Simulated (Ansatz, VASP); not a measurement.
Two plane-wave programs on HfO3

```
Hf O
1.0
    -1.71424    1.71424    3.46701
     1.71424   -1.71424    3.46701
     1.71424    1.71424   -3.46701
Hf O
1 3
Direct
  0.00000 0.00000 0.00000
  0.75000 0.25000 0.50000
  0.25000 0.75000 0.50000
  0.50000 0.50000 0.00000
```

Change from the starting cell: species swapped into the ZnAg3 type (I4/mmm, No. 139).

Alike in both runs: task single point; functional PBE; k mesh 8 × 8 × 8; occupations gaussian, width 0.1 eV; no spin polarisation.

|  | VASP | Ansatz |
| --- | --- | --- |
| version | VASP 6.6.1 | Ansatz 0.2.0 |
| potentials or method | VASP PAW PBE potentials, release 64 (Hf_pv, O), cutoff 520 eV | scalar-relativistic, plane waves, PAW |
| valence electrons in the cell | 28 | 44 |

|  | VASP | Ansatz | Ansatz less VASP |
| --- | --- | --- | --- |
| gap on the k mesh at the Fermi level (eV) | none | none | - |
| pressure (GPa) | -22.8 | -20.5 | +2.31 |
| traceless stress, the component that is largest in VASP (GPa) | 3.54 | 3.38 | -0.160 |

A gap of «none» marks a metal or a gap that the smearing closes. VASP's potentials hold 28 valence electrons a cell and Ansatz's 44, so a difference there can come from the potentials and not from the codes.

Spin-orbit coupling is off throughout.
